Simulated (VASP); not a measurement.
A run of VASP 6.6.1 is set up as follows.

File POSCAR:

```
KI
1.0
    0.0000000000      3.5444850600      3.5444850600
    3.5444850600      0.0000000000      3.5444850600
    3.5444850600      3.5444850600      0.0000000000
K I
1 1
Direct
    0.0000000000      0.0000000000      0.0000000000
    0.5000000000      0.5000000000      0.5000000000
```

The input INCAR.step1:

```
PREC = Accurate
ENCUT = 400
EDIFF = 1E-5
ISMEAR = 0
SIGMA = 0.01
LREAL = False
LASPH = True
NELM = 120
ALGO = Normal
ISIF = 2
LWAVE = True
LCHARG = False
NBANDS = 15
GGA = PE
GGA_COMPAT = False
```

Contents of INCAR.step2:

```
PREC = Accurate
ENCUT = 400
EDIFF = 1E-6
ISMEAR = 0
SIGMA = 0.01
LREAL = False
LASPH = True
NELM = 120
ALGO = Normal
ISIF = 2
LWAVE = False
LCHARG = False
GGA = PE
LHFCALC = True
HFSCREEN = 0.2079
PRECFOCK = Normal
NBANDS = 15
ISTART = 1
GGA_COMPAT = False
```

The input KPOINTS:

```
Automatic mesh
0
Gamma
  4 4 4
```

Potentials or basis: VASP PAW PBE potentials, release 64 (K_sv, I).

Command:

```console
$ cat potpaw_PBE.64/K_sv/POTCAR potpaw_PBE.64/I/POTCAR > POTCAR
$ cp INCAR.step1 INCAR
$ mpirun -np 1 vasp_std > vasp.out
$ cp INCAR.step2 INCAR
$ mpirun -np 1 vasp_std > vasp.out
```

Problem. Predict the pressure.

Solution. 0.3 GPa.

Problem. What does it give for the band gap on the k mesh?

Solution. 4.93 eV.

Caveat: the PAW data sets were made with another functional, which shifts forces and pressure a little; spin-orbit coupling is left out, which moves the levels of the heavy elements.
